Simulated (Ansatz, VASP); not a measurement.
## Two plane-wave programs on AlGa2Sb3

```
Al Ga Sb
1.0
     3.15385    1.82088    5.11156
    -3.15385    1.82088    5.11156
     0.00000   -3.64175    5.11156
Al Ga Sb
1 2 3
Direct
  0.50000 0.50000 0.50000
  0.24019 0.24019 0.24019
  0.75981 0.75981 0.75981
  0.50000 0.50000 0.00000
  0.00000 0.50000 0.50000
  0.50000 0.00000 0.50000
```

Alike in both runs: task relaxation of cell and atoms; functional PBE; k mesh 3 × 3 × 3; occupations gaussian, width 0.1 eV; no spin polarisation.

```csv
,VASP,Ansatz
version,VASP 6.6.1,Ansatz 0.2.0
potentials or method,"VASP PAW PBE potentials, release 64 (Al, Ga_d, Sb), cutoff 600 eV","scalar-relativistic, plane waves, PAW"
valence electrons in the cell,44,74
```

```csv
,VASP,Ansatz,Ansatz less VASP
"gap on the k mesh at the Fermi level, each at its own relaxed structure (eV)",none,none,-
relaxed volume (Å³/atom),26.79,26.90,+0.108
relaxed cell length with the largest relative difference (Å),6.171,6.182,+0.0107
```

A gap of «none» marks a metal or a gap that the smearing closes. VASP's potentials hold 44 valence electrons a cell and Ansatz's 74, so a difference there can come from the potentials and not from the codes.

The k mesh is coarse, so the values compare programs but aren't converged. Neither program's run includes spin-orbit coupling.
